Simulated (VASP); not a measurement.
Write the native input for VASP 6.6.1 that does the following.

```
Task                   : single point
Functional             : PBE
Potentials or basis    : VASP PAW PBE potentials, release 64 (Hf_pv, Ti_sv, Si)
Cutoff                 : 520 eV
k mesh                 : 6 × 6 × 4
Occupations            : gaussian, width 0.1 eV
Spin                   : collinear spin
Starting moments       : [0.0, 1.0, 1.0, 0.0, 0.0] μB
Dipole correction      : no
Further INCAR settings : ALGO = Normal; EDIFF = 1e-07; NBANDS = 33
```

The structure of HfTi2Si2 lies in POSCAR:

```
HfTi2Si2
1.0
    3.9160869680      0.0000000000      0.0000000000
   -1.9580434840      3.3914307977      0.0000000000
    0.0000000000      0.0000000000      6.9037609179
Hf Ti Si
1 2 2
Direct
    0.0000000000      0.0000000000      0.0000000000
    0.6666666667      0.3333333333      0.3699618459
    0.3333333333      0.6666666667      0.6300381541
    0.3333333333      0.6666666667      0.2179200997
    0.6666666667      0.3333333333      0.7820799003
```

The cell was generated, and may not be a known phase.

The input as run:

INCAR

```
SYSTEM = HfTi2Si2
PREC = Accurate
ENCUT = 520
EDIFF = 1E-7
ISMEAR = 0
SIGMA = 0.1
LREAL = .False.
LASPH = .True.
NELM = 150
ALGO = Normal
ISIF = 2
LWAVE = .False.
LCHARG = .False.
ISPIN = 2
MAGMOM = 0 1 1 0 0
LORBIT = 11
LMAXMIX = 4
GGA = PE
NBANDS = 33
```

KPOINTS

```
Automatic mesh
0
Gamma
  6 6 4
  0 0 0
```

Potentials or basis: VASP PAW PBE potentials, release 64 (Hf_pv, Ti_sv, Si).

Run with:

```bash
$ cat potpaw_PBE.64/Hf_pv/POTCAR potpaw_PBE.64/Ti_sv/POTCAR potpaw_PBE.64/Si/POTCAR > POTCAR
$ mpirun -np 1 vasp_std > vasp.out
```

Results of the run:

- Pressure: -0.4 GPa
- Largest force: 0.035 eV/Å
- Band gap on the k mesh: zero (filled and empty bands overlap)
- Net moment: 0.00 μB per cell
- Valence electrons inside the program's atomic spheres: Hf 8.28; Ti 10.25; Si 1.78

Caveat: spin-orbit coupling is left out, which moves the levels of the heavy elements.

Wall time 2.8 min on 1 thread of Intel(R) Xeon(R) Platinum 8488C (Sapphire Rapids) (shared host), peak memory 0.32 GiB.
